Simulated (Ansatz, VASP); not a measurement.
# One calculation of MnO2, two programs

The input INCAR:

```
PREC = Accurate
ENCUT = 520
EDIFF = 1E-6
ISMEAR = -1
SIGMA = 0.03
LREAL = F
LASPH = T
NELM = 80
ALGO = Normal
ISIF = 2
LWAVE = F
LCHARG = T
GGA = CA
LELF = T
LVHAR = T
NBANDS = 20
```

KPOINTS

```
regular mesh
0
Gamma
  11 11 6
```

Contents of POSCAR:

```
MnO2
1.0
    2.7374130834      0.0000000000      0.0000000000
   -1.3687065417      2.3706692709      0.0000000000
    0.0000000000      0.0000000000      4.4094230071
Mn O
1 2
Direct
    0.0000000000      0.0000000000      0.5000000000
    0.6666666667      0.3333333333      0.2937074300
    0.3333333333      0.6666666667      0.7062925700
```

Input for Ansatz:

```yaml
crystal:
  lattice:
    - [2.7374130834, 0.0, 0.0]
    - [-1.3687065417, 2.3706692709, 0.0]
    - [0.0, 0.0, 4.4094230071]
  atoms:
    - { symbol: Mn, position: [0.0, 0.0, 0.5] }
    - { symbol: O, position: [0.6666666667, 0.3333333333, 0.29370743] }
    - { symbol: O, position: [0.3333333333, 0.6666666667, 0.70629257] }
kpoints:
  mp_grid: { grid: [11, 11, 6] }
scf:
  occupations: { method: fermi_dirac, width: 0.03 }
  lower_state_search: "off"
hamiltonian:
  xc: lda
  pseudopotentials: { kind: paw }
output:
  forces: true
  stress: true
  eigenvalues: true
  write_density: true
  write_potential: true
  elf: true
  volumetric_format: npy
```

Change from the starting cell: volume scaled by 0.88, no spin polarisation, PAW files.

Alike in both runs: task single point; functional LDA; k mesh 11 × 11 × 6; occupations fermi-dirac, width 0.03 eV; no spin polarisation.

|  | VASP | Ansatz |
| --- | --- | --- |
| version | VASP 6.6.1 | Ansatz 0.2.0 |
| potentials or method | VASP PAW LDA potentials, release 64 (Mn_pv, O) | PAW with Ansatz's default frozen-core files, scalar-relativistic |
| plane-wave cutoff (eV) | 520 | 420 |
| valence electrons in the cell | 25 | 27 |

|  | VASP | Ansatz | Ansatz less VASP |
| --- | --- | --- | --- |
| pressure (GPa) | 12.7 | 10.5 | -2.20 |
| traceless stress, the component that is largest in VASP (GPa) | -0.49 | 0.53 | +1.023 |
| rms of the force components (eV/Å) | 0.623 | 0.557 | -0.0658 |

LDA's correlation is that of Perdew and Zunger in VASP and of Perdew and Wang (1992) in Ansatz. Atom by atom the forces differ by 0.066 eV/Å (rms over components). VASP's potentials hold 25 valence electrons a cell and Ansatz's 27, so a difference there can come from the potentials and not from the codes.
